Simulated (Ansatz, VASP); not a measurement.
**CaMg in VASP and in Ansatz**

Contents of INCAR:

```
SYSTEM = CaMg
  PREC = Accurate
  ENCUT = 520
  EDIFF = 1E-7
  ISMEAR = 0
  SIGMA = 0.15
  LREAL = .False.
  LASPH = .True.
  NELM = 60
  ALGO = Normal
  ISIF = 2
  LWAVE = .False.
  LCHARG = .False.
  NBANDS = 13
```

KPOINTS

```
Automatic mesh
0
Gamma
  12 12 12
  0 0 0
```

The input POSCAR:

```
CaMg
1.0
    3.8262479978      0.0000000000      0.0000000000
    0.0000000000      3.8262479978      0.0000000000
    0.0000000000      0.0000000000      3.8262479978
Ca Mg
1 1
Direct
    0.0085505821      0.0000000000      0.0000000000
    0.4859004225      0.5000000000      0.5000000000
```

Input for Ansatz:

```yaml
crystal:
  lattice:
    - [3.8262479978, 0.0, 0.0]
    - [0.0, 3.8262479978, 0.0]
    - [0.0, 0.0, 3.8262479978]
  atoms:
    - { symbol: Ca, position: [0.0085505821, 0.0, 0.0] }
    - { symbol: Mg, position: [0.4859004225, 0.5, 0.5] }
basis:
  ecutwfc: 520.0
kpoints:
  mp_grid: { grid: [12, 12, 12] }
hamiltonian:
  xc: lda
scf:
  occupations: { method: gaussian, width: 0.15 }
output:
  forces: true
  stress: true
  eigenvalues: true
```

Change from the starting cell: mode 4 frozen in at -0.054 Å, equal normal strain along x, y and z -0.0083.

Alike in both runs: task single point; functional LDA; k mesh 12 × 12 × 12; occupations gaussian, width 0.15 eV; no spin polarisation.

```csv
,VASP,Ansatz
version,VASP 6.6.1,Ansatz 0.2.0
potentials or method,"VASP PAW LDA potentials, release 64 (Ca_sv, Mg), cutoff 520 eV","scalar-relativistic, plane waves, PAW"
valence electrons in the cell,12,20
```

Ansatz gave:

- gap on the k mesh at the Fermi level (eV): none
- pressure (GPa): 0.8
- traceless stress, the component that is largest in VASP (GPa): -0.06
- rms of the force components (eV/Å): 0.133

Question: Estimate VASP's values.

Answer: gap on the k mesh at the Fermi level (eV): none; pressure (GPa): 0.7; traceless stress, the component that is largest in VASP (GPa): -0.06; rms of the force components (eV/Å): 0.136.

LDA's correlation is that of Perdew and Zunger in VASP and of Perdew and Wang (1992) in Ansatz. Atom by atom the forces differ by 0.002 eV/Å (rms over components). A gap of «none» marks a metal or a gap that the smearing closes. VASP's potentials hold 12 valence electrons a cell and Ansatz's 20, so a difference there can come from the potentials and not from the codes.
